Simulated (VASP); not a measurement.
# ScAgTe2 (R-3m) in VASP: notebook, part 2 of 2

VASP 6.6.1. The steps go on from the part before.

## Step 4: Single point, r2SCAN

This run uses another cell than the first one, of 26.91 Å³/atom, 1.064 times its volume.

POSCAR

```
ScAgTe2
1.0
    2.1060068624      1.2159036289      7.0056316388
   -2.1060068624      1.2159036289      7.0056316388
    0.0000000000     -2.4318072578      7.0056316388
Ag Sc Te
1 1 2
Direct
    1.0000000000      0.0000000000      0.0000000000
    0.5000000000      0.5000000000      0.5000000000
    0.2465396917      0.2465396917      0.2465396917
    0.7534603083      0.7534603083      0.7534603083
```

INCAR.step1

```
ALGO = Normal
EDIFF = 1E-4
ENCUT = 520
GGA = PE
ISMEAR = 0
LASPH = True
LCHARG = False
LREAL = False
LWAVE = True
NBANDS = 25
NELM = 60
PREC = Accurate
SIGMA = 0.01
```

INCAR.step2

```
ALGO = Normal
EDIFF = 1E-6
ENCUT = 520
ISIF = 2
ISMEAR = 0
ISTART = 1
LASPH = True
LCHARG = False
LMIXTAU = True
LREAL = False
LWAVE = False
METAGGA = R2SCAN
NBANDS = 25
NELM = 60
PREC = Accurate
SIGMA = 0.01
```

KPOINTS

```
k-points
0
Gamma
  6 6 6
```

Potentials or basis: VASP PAW PBE potentials, release 64 (Ag, Sc_sv, Te).

The run is started by

```
cat potpaw_PBE.64/Ag/POTCAR potpaw_PBE.64/Sc_sv/POTCAR potpaw_PBE.64/Te/POTCAR > POTCAR
cp INCAR.step1 INCAR
mpirun -np 1 vasp_std > vasp.out
cp INCAR.step2 INCAR
mpirun -np 1 vasp_std > vasp.out
```

OUTCAR:

```text
EDIFF = 1E-6
   ENCUT = 520
   ISIF = 2
   ISMEAR = 0
   ISTART = 1
   LASPH = True
   LREAL = False
   METAGGA = R2SCAN
   NELM = 60
   PREC = Accurate

 ion  position               nearest neighbor table
   1  0.000  0.000  0.000-   4 3.04   3 3.04   4 3.04   4 3.04   3 3.04   3 3.04
   2  0.500  0.500  0.500-   3 2.95   4 2.95   3 2.95   3 2.95   4 2.95   4 2.95
   3  0.247  0.247  0.247-   2 2.95   2 2.95   2 2.95   1 3.04   1 3.04   1 3.04
   4  0.753  0.753  0.753-   2 2.95   2 2.95   2 2.95   1 3.04   1 3.04   1 3.04

  LATTYP: Found a trigonal (rhomboedric) cell.
 ALAT       =     7.4156969462
 COS(alpha) =     0.8386958233

  Lattice vectors:

 A1 = (   2.1060068624,   1.2159036289,   7.0056316388)
 A2 = (  -2.1060068624,   1.2159036289,   7.0056316388)
 A3 = (   0.0000000000,  -2.4318072578,   7.0056316388)

Analysis of symmetry for initial positions (statically):
=====================================================================
 Subroutine PRICEL returns:
 Original cell was already a primitive cell.

 Routine SETGRP: Setting up the symmetry group for a
 trigonal (rhombohedral) supercell.

 Subroutine GETGRP returns: Found 12 space group operations
 (whereof 12 operations were pure point group operations)
 out of a pool of 12 trial point group operations.

The static configuration has the point symmetry D_3d.

Analysis of symmetry for dynamics (positions and initial velocities):
=====================================================================
 Subroutine PRICEL returns:
 Original cell was already a primitive cell.

 Routine SETGRP: Setting up the symmetry group for a
 trigonal (rhombohedral) supercell.

 Subroutine GETGRP returns: Found 12 space group operations
 (whereof 12 operations were pure point group operations)
 out of a pool of 12 trial point group operations.

The dynamic configuration has the point symmetry D_3d.

 Subroutine INISYM returns: Found 12 space group operations
 (whereof 12 operations are pure point group operations),
 and found     1 'primitive' translations

[... 112 lines left out ...]
   EFERMI =   0.00;   METHOD = LEGACY
   ISMEAR =     0;   SIGMA  =   0.01  broadening in eV -4-tet -1-fermi 0-gaus
   EFERMI_NEDOS =   21; number of points for ismear=-14 and -15
   IALGO  =     38    algorithm
   IMIX   =      4    mixing-type and parameters
     AMIX     =   0.40;   BMIX     =  1.00
     AMIX_MAG =   1.60;   BMIX_MAG =  1.00
  volume/ion in A,a.u.               =      26.91       181.59
  Fermi-wavevector in a.u.,A,eV,Ry     =   1.114933  2.106917 16.913060  1.243075
  Thomas-Fermi vector in A             =   2.251532
   LORBIT       =      0    0 simple, 1 ext, 2 COOP (PROOUT), +10 PAW based schemes
   METAGGA = R2SCAN    functional components
   LHFCALC =     F    Hartree Fock is set to
   AEXX    =    0.0000 exact exchange contribution
   IVDW    =     0    specifies the selected vdW correction
   LEPSILON=     F    determine dielectric tensor
   LRPA    =     F    only Hartree local field effects (RPA)
 non-spin polarized calculation
 Gauss-broadening in eV      SIGMA  =   0.01
  energy-cutoff  :      520.00
  volume of cell :      107.64
 maximum number of plane-waves:      2913
   NGX = 27   NGY = 27   NGZ = 27

 number of electron      34.0000001 magnetization

 Free energy of the ion-electron system (eV)
  ---------------------------------------------------
  ext. energy  EPLUGINS =         0.00000000
  ---------------------------------------------------
  free energy    TOTEN  =       -87.06015832 eV

  energy without entropy =      -87.06015832  energy(sigma->0) =      -87.06015832

 E-fermi :   5.8806     XC(G=0): -10.2757

 val. band max:        5.8078064369   @ k =   0.5000   0.5000   0.5000
 cond. band min:       6.4192797336   @ k =   0.5000   0.5000   0.0000
 fundamental gap:      0.6114732967
 Fermi energy:         5.8805927422

 k-point     1 :       0.0000    0.0000    0.0000
  band No.  band energies     occupation
      1     -46.8015      2.00000
      2     -24.4426      2.00000
      3     -24.4235      2.00000
      4     -24.4235      2.00000
      5      -6.5109      2.00000
      6      -5.3859      2.00000
[... 661 lines left out ...]
     24      10.2301      0.00000
     25      11.5250      0.00000

 [... further k-points ...]
[... 5 lines left out ...]
  --------------------------------------------------------------------------------------
  -------------------------------------------------------------------------------------
  Total        0.0806125      0.0806125      0.0591570      0.0000000     -0.0000000      0.0000000
  in kB        1.1999285      1.1999285      0.8805601      0.0000000     -0.0000000      0.0000000
  external PRESSURE =       1.0934724 kB  Pullay stress =       0.0000000 kB

 VOLUME and BASIS-vectors are now :
 -----------------------------------------------------------------------------
  energy-cutoff  :      520.00
  volume of cell :      107.64
      direct lattice vectors                 reciprocal lattice vectors
     2.106006862  1.215903629  7.005631639     0.237416130  0.137072267  0.047580768
    -2.106006862  1.215903629  7.005631639    -0.237416130  0.137072267  0.047580768
     0.000000000 -2.431807258  7.005631639     0.000000000 -0.274144534  0.047580768

 POSITION                                       TOTAL-FORCE (eV/Angst)
 -----------------------------------------------------------------------------------
      0.00000      0.00000      0.00000         0.000000     -0.000000      0.000000
      0.00000      0.00000     10.50845        -0.000000      0.000000      0.000000
      0.00000      0.00000      5.18150         0.000000     -0.000000      0.033121
      0.00000      0.00000     15.83540         0.000000     -0.000000     -0.033121
 -----------------------------------------------------------------------------------
    total drift:                               -0.000000     -0.000000      0.000000

  FREE ENERGIE OF THE ION-ELECTRON SYSTEM (eV)
  ---------------------------------------------------
  free  energy   TOTEN  =       -87.0601583213 eV

  energy  without entropy=      -87.0601583213  energy(sigma->0) =      -87.06015832
```

OUTCAR.step1:

```text
EDIFF = 1E-4
   ENCUT = 520
   GGA = PE
   ISMEAR = 0
[... 901 lines left out ...]
      0.00000      0.00000      0.00000         0.000000     -0.000000      0.000000
      0.00000      0.00000     10.50845         0.000000      0.000000     -0.000000
      0.00000      0.00000      5.18150         0.000000     -0.000000      0.075518
      0.00000      0.00000     15.83540         0.000000     -0.000000     -0.075518
 -----------------------------------------------------------------------------------
    total drift:                               -0.000000     -0.000000      0.000000

  FREE ENERGIE OF THE ION-ELECTRON SYSTEM (eV)
  ---------------------------------------------------
  free  energy   TOTEN  =       -18.1067014491 eV

  energy  without entropy=      -18.1067014491  energy(sigma->0) =      -18.10670145
```

It took 9 min on 1 thread of Intel Xeon 6975P-C (Granite Rapids), shared host; peak memory 0.5 GiB.

What came out:

| Quantity | Value |
| --- | --- |
| Free energy | -87.0602 eV |
| Pressure | 0.1 GPa |
| Largest force | 0.033 eV/Å |
| Band gap on the k mesh | 0.61 eV, indirect (least direct gap 1.15 eV) |

Forces in eV/Å, atoms in the order of the input:
```
Ag   0.000  0.000  0.000
Sc   0.000  0.000  0.000
Te   0.000  0.000  0.033
Te   0.000  0.000 -0.033
```

Levels at points of the mesh, in eV from the valence-band top:
| k point | band 15 | band 16 | band 17 | band 18 | band 19 | band 20 |
| --- | --- | --- | --- | --- | --- | --- |
| (0.00, 0.00, 0.00) | -0.68 | -0.54 | -0.54 | 1.19 | 1.19 | 1.28 |
| (0.50, 0.00, 0.00) | -2.41 | -1.57 | -1.04 | 0.84 | 1.83 | 1.98 |
| (0.50, 0.50, 0.00) | -2.14 | -1.50 | -1.09 | 0.61 | 1.49 | 1.88 |
| (0.50, 0.50, 0.50) | -2.11 | 0.00 | 0.00 | 1.15 | 1.15 | 1.48 |

Caveat: the PAW data sets were made with another functional, which shifts forces and pressure a little; spin-orbit coupling is left out, which moves the levels of the heavy elements.

## Step 5: Single point, r2SCAN (volume changed by +3%)

POSCAR

```
ScAgTe2
1.0
    2.1268597717      1.2279430617      7.0749988396
   -2.1268597717      1.2279430617      7.0749988396
    0.0000000000     -2.4558861234      7.0749988396
Ag Sc Te
1 1 2
Direct
    1.0000000000      0.0000000000      0.0000000000
    0.5000000000      0.5000000000      0.5000000000
    0.2465396917      0.2465396917      0.2465396917
    0.7534603083      0.7534603083      0.7534603083
```

INCAR.step1

```
SYSTEM = ScAgTe2
PREC = Accurate
ENCUT = 520
ISMEAR = 0
SIGMA = 0.01
LREAL = .False.
LASPH = .True.
NELM = 80
NBANDS = 25
GGA = PE
ALGO = Normal
EDIFF = 1E-4
LWAVE = .True.
LCHARG = .False.
```

INCAR.step2

```
SYSTEM = ScAgTe2
PREC = Accurate
ENCUT = 520
EDIFF = 1E-6
ISMEAR = 0
SIGMA = 0.01
LREAL = .False.
LASPH = .True.
NELM = 80
ALGO = Normal
ISIF = 2
LWAVE = .False.
LCHARG = .False.
METAGGA = R2SCAN
LMIXTAU = .True.
NBANDS = 25
ISTART = 1
```

KPOINTS

```
Automatic mesh
0
Gamma
  6 6 6
  0 0 0
```

The run is started by

```
cat potpaw_PBE.64/Ag/POTCAR potpaw_PBE.64/Sc_sv/POTCAR potpaw_PBE.64/Te/POTCAR > POTCAR
cp INCAR.step1 INCAR
mpirun -np 1 vasp_std > vasp.out
cp INCAR.step2 INCAR
mpirun -np 1 vasp_std > vasp.out
```

Run time: 7.9 min. Hardware: 1 thread of Intel Xeon 6975P-C (Granite Rapids), shared host; peak memory 0.51 GiB.

Results (log left out):

```yaml
Free_energy: -87.0459 eV
Pressure: -1.5 GPa
Largest_force: 0.062 eV/Å
Band_gap_on_the_k_mesh: 0.68 eV, indirect (least direct gap 1.18 eV)
```

Forces on the atoms (eV/Å):
```
Ag   0.000  0.000  0.000
Sc   0.000  0.000  0.000
Te   0.000  0.000 -0.062
Te   0.000  0.000  0.062
```

Levels at points of the mesh, in eV from the valence-band top:
| k point | band 14 | band 15 | band 16 | band 17 | band 18 | band 19 | band 20 | band 21 |
| --- | --- | --- | --- | --- | --- | --- | --- | --- |
| (0.00, 0.00, 0.00) | -1.63 | -0.64 | -0.50 | -0.50 | 1.22 | 1.22 | 1.31 | 2.80 |
| (0.50, 0.00, 0.00) | -2.96 | -2.29 | -1.52 | -1.00 | 0.89 | 1.82 | 1.96 | 2.51 |
| (0.50, 0.50, 0.00) | -2.12 | -2.03 | -1.43 | -1.05 | 0.67 | 1.49 | 1.86 | 1.97 |
| (0.50, 0.50, 0.50) | -2.01 | -2.01 | 0.00 | 0.00 | 1.18 | 1.18 | 1.48 | 2.82 |

Caveat: the cell differs from its parent crystal (volume changed by +3%); the PAW data sets were made with another functional, which shifts forces and pressure a little; spin-orbit coupling is left out, which moves the levels of the heavy elements. A k mesh can miss the band edges.

## Step 6: Overview

| cell | gap on the mesh (eV) | pressure (GPa) | largest force (eV/Å) |
| --- | --- | --- | --- |
| a = 7.264 Å, angles 33.0°, 4 atoms | 0.46 | 4.3 | 0.24 |
| a = 7.341 Å, angles 33.0°, 4 atoms | 0.54 | 2.1 | 0.13 |
| a = 7.416 Å, angles 33.0°, 4 atoms | 0.61 | 0.1 | 0.03 |
| a = 7.489 Å, angles 33.0°, 4 atoms | 0.68 | -1.5 | 0.06 |

Alike in all rows: task single point; level r2SCAN; potentials or basis VASP PAW PBE potentials, release 64 (Ag, Sc_sv, Te); no spin polarisation; k mesh 6 × 6 × 6; cutoff (eV) 520; smearing gaussian 0.01 eV.

Caveats: the PAW data sets were made with another functional, which shifts forces and pressure a little; spin-orbit coupling is left out, which moves the levels of the heavy elements.

Absolute energies hang on the potentials; compare differences alone.
